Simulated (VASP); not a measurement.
## Nb2B: relaxation of cell and atoms with PBE

The system is Nb2B.

```
Nb B
1.0
     4.31225    0.00000    0.00000
    -2.15612    3.73452    0.00000
     0.00000    0.00000    5.15013
Nb B
4 2
Direct
  0.00000 0.00000 0.00000
  0.00000 0.00000 0.50000
  0.33333 0.66667 0.75000
  0.66667 0.33333 0.25000
  0.33333 0.66667 0.25000
  0.66667 0.33333 0.75000
```

The cell was generated, and may not be a known phase.

```yaml
Program: VASP 6.6.1
Task: relaxation of cell and atoms
Functional: PBE
Potentials_or_basis: VASP PAW PBE potentials, release 64 (Nb_sv, B)
Cutoff: 600 eV
k_mesh: 12 × 12 × 8
Occupations: gaussian, width 0.1 eV
Spin: no spin polarisation
Dipole_correction: no
Further_INCAR_settings: ALGO = Fast; EDIFF = 1e-07; IBRION = 2; EDIFFG = -0.01; NSW = 100; ISIF = 3
```

```
Relaxed volume                        : 13.89 Å³/atom
Relaxed cell                          : a = 4.321 Å, b = 4.321 Å, c = 5.156 Å, α = 90.00°, β = 90.00°, γ = 120.00°
Space group after relaxing (to 0.1 Å) : P6_3/mmc (No. 194)
Energy gained by relaxing             : 0.2 meV/atom
Ionic steps                           : 5
Pressure after relaxing               : 0.0 GPa
Band gap on the k mesh                : zero (bands 29 and 30 overlap by 1.99 eV)
```

The path:
| step | energy change (eV) | largest force (eV/Å) | pressure (GPa) | volume (Å³) |
| --- | --- | --- | --- | --- |
| 1 | 0.0000 | 0.0000 | 0.97 | 82.94 |
| 2 | 0.0014 | 0.0000 | -1.46 | 83.95 |
| 3 | -0.0013 | 0.0000 | 0.00 | 83.36 |
| 4 | -0.0013 | 0.0000 | -0.03 | 83.36 |
| 5 | -0.0013 | 0.0000 | -0.04 | 83.37 |

Final structure:
```xyz
6
Lattice="4.3209 0.0000 0.0000 -2.1604 3.7420 0.0000 0.0000 0.0000 5.1560" Properties=species:S:1:pos:R:3 pbc="T T T"
Nb    0.0000    0.0000    0.0000
Nb    0.0000    0.0000    2.5780
Nb    0.0000    2.4947    3.8670
Nb    2.1604    1.2473    1.2890
B     0.0000    2.4947    1.2890
B     2.1604    1.2473    3.8670
```

Levels at points of the mesh, in eV from the Fermi level:
```
           k point  band 26  band 27  band 28  band 29  band 30  band 31  band 32  band 33
(0.00, 0.00, 0.00)    -2.57    -1.75    -1.75     1.28     1.28     1.47     1.68     3.10
(0.50, 0.00, 0.00)    -1.93    -1.59    -1.34    -0.48    -0.04     0.84     0.84     1.28
(0.00, 0.00, 0.50)    -1.90    -1.90    -1.90     1.08     1.08     2.88     2.88     2.88
(0.50, 0.00, 0.50)    -1.50    -1.48    -1.48     0.08     0.08     0.71     0.71     1.85
```

Wall time 25 min on 1 thread of Intel(R) Xeon(R) 6975P-C (Granite Rapids), with other jobs on the host, peak memory 0.42 GiB.
